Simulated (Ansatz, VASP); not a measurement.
**C: VASP beside Ansatz**

The input INCAR:

```
SYSTEM = C
PREC     = Accurate       ! precision mode
ENCUT    = 910            ! plane-wave cutoff, eV
EDIFF    = 1E-6           ! SCF threshold, eV
ISMEAR   = 0              ! smearing method
SIGMA    = 0.05           ! smearing width, eV
LREAL    = .FALSE.        ! projectors in reciprocal space
LASPH    = .TRUE.         ! aspherical terms in the spheres
NELM     = 120            ! most SCF steps
ALGO     = Normal         ! electronic algorithm
ISIF     = 2              ! what is computed and relaxed
LWAVE    = .FALSE.        ! write WAVECAR
LCHARG   = .FALSE.        ! write CHGCAR
NBANDS   = 26             ! bands
GGA_COMPAT= .FALSE.
```

File KPOINTS:

```
Automatic mesh
0
G
  8 8 8
  0 0 0
```

The input POSCAR:

```
C
1.0
   -2.4103983070      2.3862943239      2.3862943239
    2.4103983070     -2.4345022901      2.4345022901
    2.4103983070      2.4345022901     -2.4345022901
C
8
Direct
    0.3254710870      0.0000000000      0.0000000000
    0.6745289130      0.6745289130      0.6745289130
    0.0000000000      0.3254710870      0.0000000000
    0.0000000000      0.0000000000      0.3254710870
    0.0000000000      0.6745289130      0.0000000000
    0.3254710870      0.3254710870      0.3254710870
    0.6745289130      0.0000000000      0.0000000000
    0.0000000000      0.0000000000      0.6745289130
```

Input for Ansatz:

```yaml
crystal:
  lattice:
    - [-2.410398307, 2.3862943239, 2.3862943239]
    - [2.410398307, -2.4345022901, 2.4345022901]
    - [2.410398307, 2.4345022901, -2.4345022901]
  atoms:
    - { symbol: C, position: [0.325471087, 0.0, 0.0] }
    - { symbol: C, position: [0.674528913, 0.674528913, 0.674528913] }
    - { symbol: C, position: [0.0, 0.325471087, 0.0] }
    - { symbol: C, position: [0.0, 0.0, 0.325471087] }
    - { symbol: C, position: [0.0, 0.674528913, 0.0] }
    - { symbol: C, position: [0.325471087, 0.325471087, 0.325471087] }
    - { symbol: C, position: [0.674528913, 0.0, 0.0] }
    - { symbol: C, position: [0.0, 0.0, 0.674528913] }
basis:
  ecutwfc: 420
kpoints:
  mp_grid: { grid: [8, 8, 8] }
hamiltonian:
  xc: lda
scf:
  occupations: { method: gaussian, width: 0.05 }
output:
  forces: true
  stress: true
  eigenvalues: true
```

Change from the starting cell: strain -0.0200 x Voigt [0, 0, 0, 1, 0, 0], atoms carried along.

Alike in both runs: task single point; functional LDA; k mesh 8 × 8 × 8; occupations gaussian, width 0.05 eV; no spin polarisation.

```csv
,VASP,Ansatz
version,VASP 6.6.1,Ansatz 0.2.0
potentials or method,"VASP PAW LDA potentials, release 64 (C_h), cutoff 910 eV","scalar-relativistic, plane waves, PAW"
valence electrons in the cell,32,32
```

```tsv
	VASP	Ansatz	Ansatz less VASP
gap on the k mesh at the Fermi level (eV)	2.87	2.87	+0.005
least direct gap on the mesh (eV)	3.71	3.72	+0.017
rms of the force components (eV/Å)	0.036	0.030	-0.0059
```

LDA's correlation is that of Perdew and Zunger in VASP and of Perdew and Wang (1992) in Ansatz. Atom by atom the forces differ by 0.022 eV/Å (rms over components).

Noted on VASP's run: the cutoff is short for stress, so the pressure is rough.
